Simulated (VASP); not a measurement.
Runs of VASP 6.6.1 on SnTe (zincblende type). The structure is that of space group F-43m (No. 216), or close to it. The cells are those of the table. 

| cell | gap on the mesh (eV) | pressure (GPa) |
| --- | --- | --- |
| a = 4.538 Å, angles 60.0°, 2 atoms | none | (b) |
| a = 4.148 Å, angles 60.0°, 2 atoms | none | 48.7 |
| a = 4.852 Å, angles 60.0°, 2 atoms | none | 4.2 |
| a = 4.363 Å, angles 60.0°, 2 atoms | none | (c) |
| a = 4.960 Å, angles 60.0°, 2 atoms | none | 1.8 |
| a = 5.063 Å, angles 60.0°, 2 atoms | (a) | 0.0 |
| a = 4.700 Å, angles 60.0°, 2 atoms | none | 8.6 |

Alike in all rows: task single point; level r2SCAN; potentials or basis VASP PAW PBE potentials, release 64 (Sn_d, Te); no spin polarisation; k mesh 12 × 12 × 12; cutoff (eV) 520; smearing fermi-dirac 0.1 eV.

Fill in the values left out.

(a) 0.08; (b) 15.5; (c) 26.5.

Caveats: the PAW data sets were made with another functional, which shifts forces and pressure a little; spin-orbit coupling is left out, which moves the levels of the heavy elements; the cell stands under pressure (at least some runs); semilocal functionals underestimate gaps, and a narrow one can read as zero (at least some runs).

A k mesh can miss the band edges, and the runs leave out spin-orbit coupling on Sn, Te.

A gap of «none» marks levels without a gap at the run's occupations.
